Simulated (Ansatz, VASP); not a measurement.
**One calculation of MgCdSe, two programs**

```xyz
6
Lattice="4.5587 0.0000 0.0000 -2.2794 3.9480 0.0000 0.0000 0.0000 7.4440" Properties=species:S:1:pos:R:3 pbc="T T T"
Mg    0.0000    0.0000    0.0000
Mg    0.0000    0.0000    3.7220
Cd    2.2794    1.3160    5.5830
Cd    0.0000    2.6320    1.8610
Se    2.2794    1.3160    1.8610
Se    0.0000    2.6320    5.5830
```

Change from the starting cell: species swapped into the TmCuSn type (P6_3/mmc, No. 194).

Alike in both runs: task single point; functional PBE; k mesh 6 × 6 × 4; occupations gaussian, width 0.1 eV; no spin polarisation.

```csv
,VASP,Ansatz
version,VASP 6.6.1,Ansatz 0.2.0
potentials or method,"VASP PAW PBE potentials, release 64 (Mg, Cd, Se), cutoff 520 eV","scalar-relativistic, plane waves, PAW"
valence electrons in the cell,40,92
```

Ansatz gave:

```
gap on the k mesh at the Fermi level (eV)                     : none
pressure (GPa)                                                : 7.2
traceless stress, the component that is largest in VASP (GPa) : -6.99
```

Question: Estimate VASP's values.

Answer: gap on the k mesh at the Fermi level (eV): none; pressure (GPa): 7.4; traceless stress, the component that is largest in VASP (GPa): -7.21.

A gap of «none» marks a metal or a gap that the smearing closes. With one functional, cell and mesh, what is left measures potentials, basis and numerics. VASP's potentials hold 40 valence electrons a cell and Ansatz's 92, so a difference there can come from the potentials and not from the codes.
